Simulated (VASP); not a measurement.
# BiSb2O2 (P4/mmm) in VASP: notebook

BiSb2O2 is run at these levels: PBE; tasks: relaxation of cell and atoms, single point.

Everything below comes from runs of VASP 6.6.1. Logs are shortened: lines on timing, memory, paths and dates and some standing lists are left out, and cuts for length are marked.

## Step 1: The cell of the first run

It takes space group P4/mmm (No. 123, tetragonal). The conventional cell has a = 3.766 Å, b = 3.766 Å, c = 7.774 Å, α = 90.00°, β = 90.00°, γ = 90.00°. Sb (site symmetry 4mm) has 4 O at 2.87 Å and 4 Bi at 3.43 Å and 5 Sb at 3.44 to 3.77 Å within 3.8 Å. Within 2.5 Å of Bi (site symmetry 4/mmm) lie 4 O at 1.88 Å. Within 2.5 Å of O (site symmetry mmm) lie 2 Bi at 1.88 Å.

The cell was built from a structure type or drawn by symmetry, and may not be a known phase.

## Step 2: Relaxation of cell and atoms, PBE

INCAR reads:

```
ALGO = Normal ; EDIFF = 1E-6
EDIFFG = -0.04 ; ENCUT = 600
GGA = PE ; IBRION = 2
ISIF = 3 ; ISMEAR = 0
LASPH = T ; LCHARG = F
LREAL = F ; LWAVE = F
NELM = 80 ; NSW = 90
PREC = Accurate ; SIGMA = 0.1
```

KPOINTS reads:

```
k-points
0
Gamma
  4 4 2
```

POSCAR reads:

```
BiSb2O2
1.0
    3.7658594400      0.0000000000      0.0000000000
    0.0000000000      3.7658594400      0.0000000000
    0.0000000000      0.0000000000      7.7743209900
Sb Bi O
2 1 2
Direct
    0.0000000000      0.0000000000      0.2785083400
    0.0000000000      0.0000000000      0.7214916600
    0.5000000000      0.5000000000      0.0000000000
    0.0000000000      0.5000000000      0.0000000000
    0.5000000000      0.0000000000      0.0000000000
```

Potentials or basis: VASP PAW PBE potentials, release 64 (Sb, Bi_d, O).

Launch:

```sh
> cat potpaw_PBE.64/Sb/POTCAR potpaw_PBE.64/Bi_d/POTCAR potpaw_PBE.64/O/POTCAR > POTCAR
> mpirun -np 1 vasp_std > vasp.out
```

OUTCAR:

```text
EDIFF = 1E-6
   EDIFFG = -0.04
   ENCUT = 600
   GGA = PE
   IBRION = 2
   ISIF = 3
   ISMEAR = 0
   LASPH = T
   LREAL = F
   NELM = 80
   NSW = 90
   PREC = Accurate

 ion  position               nearest neighbor table
   1  0.000  0.000  0.279-   4 2.87   5 2.87   4 2.87   5 2.87   3 3.43   3 3.43   3 3.43   3 3.43
                             2 3.44
   2  0.000  0.000  0.721-   4 2.87   5 2.87   4 2.87   5 2.87   3 3.43   3 3.43   3 3.43   3 3.43
                             1 3.44
   3  0.500  0.500  0.000-   4 1.88   5 1.88   5 1.88   4 1.88   1 3.43   2 3.43   1 3.43   1 3.43
                             2 3.43   2 3.43   1 3.43   2 3.43
   4  0.000  0.500  0.000-   3 1.88   3 1.88   1 2.87   1 2.87   2 2.87   2 2.87
   5  0.500  0.000  0.000-   3 1.88   3 1.88   1 2.87   2 2.87   1 2.87   2 2.87

  LATTYP: Found a simple tetragonal cell.
 ALAT       =     3.7658594400
 C/A-ratio  =     2.0644214459

  Lattice vectors:

 A1 = (   3.7658594400,   0.0000000000,   0.0000000000)
 A2 = (   0.0000000000,   3.7658594400,   0.0000000000)
 A3 = (   0.0000000000,   0.0000000000,   7.7743209900)

Analysis of symmetry for initial positions (statically):
=====================================================================
 Subroutine PRICEL returns:
 Original cell was already a primitive cell.

 Routine SETGRP: Setting up the symmetry group for a
 simple tetragonal supercell.

 Subroutine GETGRP returns: Found 16 space group operations
 (whereof 16 operations were pure point group operations)
 out of a pool of 16 trial point group operations.

The static configuration has the point symmetry D_4h.

Analysis of symmetry for dynamics (positions and initial velocities):
=====================================================================
 Subroutine PRICEL returns:
 Original cell was already a primitive cell.

 Routine SETGRP: Setting up the symmetry group for a
 simple tetragonal supercell.

 Subroutine GETGRP returns: Found 16 space group operations
 (whereof 16 operations were pure point group operations)
 out of a pool of 16 trial point group operations.

The dynamic configuration has the point symmetry D_4h.

 Subroutine INISYM returns: Found 16 space group operations
 (whereof 16 operations are pure point group operations),
 and found     1 'primitive' translations

----------------------------------------------------------------------------------------

                                     Primitive cell

  volume of cell :     110.2531

[... 96 lines left out ...]
   ISMEAR =     0;   SIGMA  =   0.10  broadening in eV -4-tet -1-fermi 0-gaus
   EFERMI_NEDOS =   21; number of points for ismear=-14 and -15
   IALGO  =     38    algorithm
   IMIX   =      4    mixing-type and parameters
     AMIX     =   0.40;   BMIX     =  1.00
     AMIX_MAG =   1.60;   BMIX_MAG =  1.00
  volume/ion in A,a.u.               =      22.05       148.80
  Fermi-wavevector in a.u.,A,eV,Ry     =   1.137658  2.149862 17.609564  1.294266
  Thomas-Fermi vector in A             =   2.274363
   LORBIT       =      0    0 simple, 1 ext, 2 COOP (PROOUT), +10 PAW based schemes
   GGA     = PE    functional components
   LHFCALC =     F    Hartree Fock is set to
   AEXX    =    0.0000 exact exchange contribution
   IVDW    =     0    specifies the selected vdW correction
   LEPSILON=     F    determine dielectric tensor
   LRPA    =     F    only Hartree local field effects (RPA)
 conjugate gradient relaxation of ions
 non-spin polarized calculation
 Gauss-broadening in eV      SIGMA  =   0.10
  energy-cutoff  :      600.00
  volume of cell :      110.25
 maximum number of plane-waves:      3705
   NGX = 15   NGY = 15   NGZ = 31

--------------------------------------- Ionic step        1  -------------------------------------------

 number of electron      37.0000003 magnetization

 Free energy of the ion-electron system (eV)
  ---------------------------------------------------
  ext. energy  EPLUGINS =         0.00000000
  ---------------------------------------------------
  free energy    TOTEN  =       -17.11329297 eV

  energy without entropy =      -17.09156648  energy(sigma->0) =      -17.10242972

------------------------ aborting loop because EDIFF is reached ----------------------------------------

  FORCE on cell =-STRESS in cart. coord.  units (eV):
  Direction    XX          YY          ZZ          XY          YZ          ZX
  --------------------------------------------------------------------------------------
  -------------------------------------------------------------------------------------
  Total       26.7362434     26.7362434      4.0128324      0.0000000      0.0000000      0.0000000
  in kB      388.5261807    388.5261807     58.3137436      0.0000000      0.0000000      0.0000000
  external PRESSURE =     278.4553683 kB  Pullay stress =       0.0000000 kB
[... 98 lines left out ...]
  FREE ENERGIE OF THE ION-ELECTRON SYSTEM (eV)
  ---------------------------------------------------
  free  energy   TOTEN  =       -20.3987615796 eV

  energy  without entropy=      -20.3622246493  energy(sigma->0) =      -20.38049311

 E-fermi :   4.9728     XC(G=0):  -9.0413

 val. band max:        4.9518696580   @ k =   0.5000   0.2500   0.0000
 cond. band min:       4.9796546067   @ k =   0.5000   0.5000   0.5000
 fundamental gap:      0.0277849487
 Fermi energy:         4.9727827731

 k-point     1 :       0.0000    0.0000    0.0000
  band No.  band energies     occupation
      1     -18.3015      2.00000
      2     -18.2648      2.00000
      3     -18.1288      2.00000
      4     -18.1288      2.00000
      5     -18.0276      2.00000
      6     -13.6373      2.00000
[... 289 lines left out ...]
     21       4.5337      2.00000
     22       4.9797      0.92258

[... ionic steps 4 to 21 ...]

--------------------------------------- Ionic step       22  -------------------------------------------

 number of electron      37.0000016 magnetization

------------------------ aborting loop because EDIFF is reached ----------------------------------------
[... 73 lines left out ...]
--------------------------------------- Ionic step       24  -------------------------------------------

 number of electron      37.0000014 magnetization

 Free energy of the ion-electron system (eV)
  ---------------------------------------------------
  ext. energy  EPLUGINS =         0.00000000
  ---------------------------------------------------
  free energy    TOTEN  =       -21.78348379 eV

  energy without entropy =      -21.77123889  energy(sigma->0) =      -21.77736134

 E-fermi :   5.3092     XC(G=0):  -9.1663

 val. band max:        5.2526161097   @ k =   0.5000   0.5000   0.5000
 cond. band min:       5.3566444175   @ k =   0.5000   0.2500   0.5000
 fundamental gap:      0.1040283078
 Fermi energy:         5.3092472719

 k-point     1 :       0.0000    0.0000    0.0000
  band No.  band energies     occupation
      1     -17.9822      2.00000
      2     -17.9555      2.00000
      3     -17.8711      2.00000
      4     -17.8711      2.00000
      5     -17.8227      2.00000
      6     -13.1695      2.00000
[... 321 lines left out ...]
  FREE ENERGIE OF THE ION-ELECTRON SYSTEM (eV)
  ---------------------------------------------------
  free  energy   TOTEN  =       -21.7834837851 eV

  energy  without entropy=      -21.7712388931  energy(sigma->0) =      -21.77736134

 reached required accuracy - stopping structural energy minimisation
```

OSZICAR:

```text
N       E                     dE             d eps       ncg     rms          rms(c)
DAV:   1     0.415168250966E+03    0.41517E+03   -0.18535E+04   528   0.179E+03
DAV:   2     0.318581852710E+02   -0.38331E+03   -0.37659E+03   616   0.436E+02
DAV:   3    -0.194643620748E+02   -0.51323E+02   -0.50456E+02   662   0.168E+02
[... 272 lines left out ...]
DAV:   3    -0.217835456696E+02    0.21130E-03   -0.67527E-04   738   0.296E-01    0.532E-02
DAV:   4    -0.217834881429E+02    0.57527E-04   -0.24720E-04   686   0.147E-01    0.133E-02
DAV:   5    -0.217834851892E+02    0.29537E-05   -0.17456E-05   610   0.366E-02    0.490E-03
DAV:   6    -0.217834839245E+02    0.12647E-05   -0.18399E-06   386   0.123E-02    0.122E-03
DAV:   7    -0.217834837851E+02    0.13939E-06   -0.50872E-07   270   0.667E-03
  24 F= -.21783484E+02 E0= -.21777361E+02  d E =-.632614E-03
```

It took 12 min on 1 thread of Intel Xeon Platinum 8259CL at 2.50GHz (Skylake/Cascade Lake), shared host; peak memory 0.26 GiB.

Results:

| Quantity | Value |
| --- | --- |
| Free energy | -21.7835 eV |
| Relaxed volume | 24.66 Å³/atom |
| Relaxed cell | a = 4.688 Å, b = 4.688 Å, c = 5.608 Å, α = 90.00°, β = 90.00°, γ = 90.00° |
| Space group after relaxing (to 0.1 Å) | P4/mmm (No. 123) |
| Energy gained by relaxing | 934.0 meV/atom |
| Ionic steps | 24 |
| Pressure after relaxing | -0.1 GPa |
| Largest force after relaxing | 0.011 eV/Å |
| Band gap on the k mesh | zero (an odd number of electrons rules out a gap without spin polarisation) |

Forces on the atoms (eV/Å):
```
Sb   0.000  0.000 -0.011
Sb   0.000  0.000  0.011
Bi   0.000  0.000  0.000
O    0.000  0.000  0.000
O    0.000  0.000  0.000
```

Step by step:
| step | energy change (eV) | largest force (eV/Å) | pressure (GPa) | volume (Å³) |
| --- | --- | --- | --- | --- |
| 1 | 0.0000 | 2.8522 | 27.85 | 110.25 |
| 2 | -2.4229 | 0.9534 | -8.27 | 181.23 |
| 3 | -3.2855 | 1.2333 | -2.52 | 147.61 |
| 4 | -3.2861 | 1.2489 | -2.27 | 146.80 |
| 5 | -3.7003 | 1.3892 | -1.56 | 141.12 |
| 6 | -3.3945 | 5.7607 | 9.71 | 123.23 |
| 7 | -3.9026 | 1.1649 | -0.47 | 137.04 |
| 8 | -4.1554 | 0.4675 | 2.53 | 130.23 |
| 9 | -4.1566 | 2.2469 | 0.50 | 135.57 |
| 10 | -4.2253 | 1.4085 | 1.49 | 133.08 |
| 11 | -4.2959 | 0.2967 | -3.11 | 140.92 |
| 12 | -4.3129 | 0.5879 | -1.81 | 138.40 |
| 13 | -4.4030 | 0.1854 | -1.16 | 134.41 |
| 14 | -4.4487 | 0.2572 | 0.18 | 129.61 |
| 15 | -4.5201 | 0.0837 | 0.72 | 127.16 |
| 16 | -4.6171 | 0.8755 | 2.55 | 119.06 |
| 17 | -4.6235 | 0.7134 | 1.83 | 121.51 |
| 18 | -4.6652 | 0.2867 | 0.61 | 122.05 |
| 19 | -4.6665 | 0.1962 | 0.47 | 122.13 |
| 20 | -4.6665 | 0.1737 | 0.44 | 122.15 |
| 21 | -4.6694 | 0.1120 | 0.27 | 122.63 |
| 22 | -4.6696 | 0.0913 | 0.23 | 122.79 |
| 23 | -4.6701 | 0.0492 | 0.06 | 123.04 |
| 24 | -4.6702 | 0.0110 | -0.11 | 123.28 |

Final structure:
```
Sb Bi O
1.0
     4.68850    0.00000    0.00000
     0.00000    4.68850    0.00000
     0.00000    0.00000    5.60810
Sb Bi O
2 1 2
Direct
  0.00000 0.00000 0.26231
  0.00000 0.00000 0.73769
  0.50000 0.50000 0.00000
  0.00000 0.50000 0.00000
  0.50000 0.00000 0.00000
```

Caveat: the k points lie up to 0.56 Å⁻¹ apart in the final cell, too coarse for converged energies and pressures of a metal; a cell axis changed by over 15 % at a fixed basis, so the end point is rough; spin-orbit coupling is left out, which moves the levels of the heavy elements; an odd number of electrons without spin polarisation forces a metal; a magnetic or distorted state may lie lower.

(Continued in part 2 of 2.)
